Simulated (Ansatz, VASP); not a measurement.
## GaSb: VASP beside Ansatz

The input POSCAR:

```
GaSb
1.0
    0.0000000000      3.1885139498      2.9615254104
    3.1885139498      0.0000000000      2.9615254104
    3.1885139498      3.1885139498      0.0000000000
Ga Sb
1 1
Direct
    0.0000000000      0.0000000000      0.0000000000
    0.2500000000      0.2500000000      0.2500000000
```

INCAR.step1

```
PREC = Accurate
ENCUT = 520
ISMEAR = -1
SIGMA = 0.02
LREAL = False
LASPH = True
NELM = 60
NBANDS = 16
GGA = PE
ALGO = Normal
EDIFF = 1E-4
LWAVE = True
LCHARG = False
```

The input INCAR.step2:

```
PREC = Accurate
ENCUT = 520
EDIFF = 1E-7
ISMEAR = -1
SIGMA = 0.02
LREAL = False
LASPH = True
NELM = 60
ALGO = Normal
ISIF = 2
LWAVE = False
LCHARG = False
METAGGA = R2SCAN
LMIXTAU = True
NBANDS = 16
ISTART = 1
```

The input KPOINTS:

```
regular mesh
0
Gamma
  8 8 8
```

Input for Ansatz:

```yaml
crystal:
  lattice:
    - [0.0, 3.1885139498, 2.9615254104]
    - [3.1885139498, 0.0, 2.9615254104]
    - [3.1885139498, 3.1885139498, 0.0]
  atoms:
    - { symbol: Ga, position: [0.0, 0.0, 0.0] }
    - { symbol: Sb, position: [0.25, 0.25, 0.25] }
kpoints:
  mp_grid: { grid: [8, 8, 8] }
  band_path:
    path:
      - [0.0, 0.0, 0.0]
      - [-0.5, -0.5, 0.0]
      - [-0.375, -0.375, 0.25]
      - [-0.375, 0.0, 0.375]
      - [0.0, 0.0, 0.5]
      - [-0.5, -0.25, 0.25]
      - [-0.027181, 0.0, -0.027181]
    npoints: 1
hamiltonian:
  xc: r2scan
scf:
  occupations: { method: fermi_dirac, width: 0.02 }
  n_extra_bands: 4
output:
  forces: true
  stress: true
  eigenvalues: true
```

Change from the starting cell: epitaxial_xy strain +4.0%.

Alike in both runs: task single point; functional r2SCAN; k mesh 8 × 8 × 8; occupations fermi-dirac, width 0.02 eV; no spin polarisation.

|  | VASP | Ansatz |
| --- | --- | --- |
| version | VASP 6.6.1 | Ansatz 0.2.0 |
| potentials or method | VASP PAW PBE potentials, release 64 (Ga_d, Sb) | plane waves, PAW |
| plane-wave cutoff (eV) | 520 | 500 |
| valence electrons in the cell | 18 | 28 |

|  | VASP | Ansatz | Ansatz less VASP |
| --- | --- | --- | --- |
| pressure (GPa) | -2.0 | -2.1 | -0.09 |
| traceless stress, the component that is largest in VASP (GPa) | 2.05 | 2.05 | -0.001 |

VASP's potentials were made for PBE, not for r2SCAN. VASP's potentials hold 18 valence electrons a cell and Ansatz's 28, so a difference there can come from the potentials and not from the codes.

Spin-orbit coupling is off throughout.
